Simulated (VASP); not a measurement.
Wanted: the native input for a VASP 6.6.1 run.

- Task: single point
- Functional: r2SCAN
- Potentials or basis: VASP PAW PBE potentials, release 64 (Ca_sv, O_h)
- Cutoff: 1480 eV
- k mesh: 8 × 8 × 8
- Occupations: gaussian, width 0.02 eV
- Spin: no spin polarisation
- Dipole correction: no
- Further INCAR settings: ALGO = Normal; EDIFF = 1e-06; NBANDS = 15

The system is CaO.

```
CELL_PARAMETERS angstrom
0.00000 2.39768 2.39768
2.39768 0.00000 2.39768
2.39768 2.39768 0.00000
ATOMIC_POSITIONS crystal
Ca 0.00000 0.00000 0.00000
O 0.50000 0.50000 0.50000
```

One way to write it, as run:

POSCAR

```
CaO
1.0
    0.0000000000      2.3976771526      2.3976771526
    2.3976771526      0.0000000000      2.3976771526
    2.3976771526      2.3976771526      0.0000000000
Ca O
1 1
Direct
    0.0000000000      0.0000000000      0.0000000000
    0.5000000000      0.5000000000      0.5000000000
```

INCAR.step1

```
PREC = Accurate
ENCUT = 1480
ISMEAR = 0
SIGMA = 0.02
LREAL = False
LASPH = True
NELM = 120
NBANDS = 15
GGA = PE
ALGO = Normal
EDIFF = 1E-5
LWAVE = True
LCHARG = False
GGA_COMPAT = False
```

INCAR.step2

```
PREC = Accurate
ENCUT = 1480
EDIFF = 1E-6
ISMEAR = 0
SIGMA = 0.02
LREAL = False
LASPH = True
NELM = 120
ALGO = Normal
ISIF = 2
LWAVE = False
LCHARG = False
METAGGA = R2SCAN
LMIXTAU = True
NBANDS = 15
ISTART = 1
GGA_COMPAT = False
```

KPOINTS

```
regular mesh
0
Gamma
  8 8 8
```

Potentials or basis: VASP PAW PBE potentials, release 64 (Ca_sv, O_h).

Launch:

```sh
$ cat potpaw_PBE.64/Ca_sv/POTCAR potpaw_PBE.64/O_h/POTCAR > POTCAR
$ cp INCAR.step1 INCAR
$ mpirun -np 1 vasp_std > vasp.out
$ cp INCAR.step2 INCAR
$ mpirun -np 1 vasp_std > vasp.out
```

It gave:

```json
{"Pressure": "1.0 GPa", "Band gap on the k mesh": "4.19 eV (least direct gap 4.56 eV)"}
```

Caveat: the PAW data sets were made with another functional, which shifts forces and pressure a little.

Wall time 2.5 min on 1 thread of Intel(R) Xeon(R) Platinum 8559C (Emerald Rapids), with other jobs on the host, peak memory 0.41 GiB.
